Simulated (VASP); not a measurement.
Crystal: Cl.

```
Cl
1.0
     1.77500    1.77500    1.77500
    -1.77500    1.77500    1.77500
    -1.77500   -1.77500    1.77500
Cl
1
Direct
  0.00000 0.00000 0.00000
```

| Property | Result |
| --- | --- |
| Program | VASP 6.6.1 |
| Task | relaxation of cell and atoms |
| Functional | LDA |
| Potentials or basis | VASP PAW LDA potentials, release 64 (Cl) |
| Cutoff | 600 eV |
| k mesh | 16 × 16 × 16 |
| Occupations | fermi-dirac, width 0.05 eV |
| Spin | no spin polarisation |

At the start: pressure -6.7 GPa; volume 22.37 Å³/atom.

Problem. How do energy, volume and symmetry change on relaxing?

Solution. Over 4 steps the energy falls by 103.7 meV/atom and the volume is 18.33 Å³/atom (-18.1 %); space group Im-3m (No. 229, to 0.1 Å) before and after.

The path:
```
step  energy change (eV)  largest force (eV/Å)  pressure (GPa)  volume (Å³)
   1              0.0000                0.0000           -6.72        22.37
   2             -0.0928                0.0000           -2.89        19.47
   3             -0.1036                0.0000           -0.26        18.43
   4             -0.1037                0.0000            0.01        18.33
```

Final structure:
```cif
data_structure
_symmetry_space_group_name_H-M 'P 1'
_symmetry_Int_Tables_number 1
_cell_length_a 2.8770
_cell_length_b 2.8770
_cell_length_c 2.8770
_cell_angle_alpha 70.529
_cell_angle_beta 109.471
_cell_angle_gamma 70.529
_cell_volume 18.33
loop_
_atom_site_label
_atom_site_type_symbol
_atom_site_fract_x
_atom_site_fract_y
_atom_site_fract_z
_atom_site_occupancy
Cl1 Cl 0.00000 0.00000 0.00000 1
```

Caveat: the volume moved by over 15 % at a fixed basis, so the end points are rough; an odd number of electrons without spin polarisation forces a metal; a magnetic or distorted state may lie lower.
